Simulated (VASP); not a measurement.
BeS:

```
CELL_PARAMETERS angstrom
0.00000 2.43807 2.43807
2.43807 0.00000 2.43807
2.43807 2.43807 0.00000
ATOMIC_POSITIONS crystal
Be 0.00000 0.00000 0.00000
S 0.75000 0.75000 0.75000
```

Program: VASP 6.6.1. Alike in all runs: task single point; potentials or basis VASP PAW PBE potentials, release 64 (Be, S); no spin polarisation; cell as given; cutoff (eV) 520; smearing gaussian 0.02 eV.

Task: Order these runs on this cell by their band gap on the k mesh, lowest first.
A. level r2SCAN; k mesh 8 × 8 × 8
B. level PBE; k mesh 8 × 8 × 8
C. level HSE06; k mesh 6 × 6 × 6; grid for exact exchange (PRECFOCK) Normal; share of exact exchange 0.25; screening parameter 0.2079 1/Å

Result: B (3.15 eV), A (3.61 eV), C (4.09 eV).

A k mesh can miss the band edges.
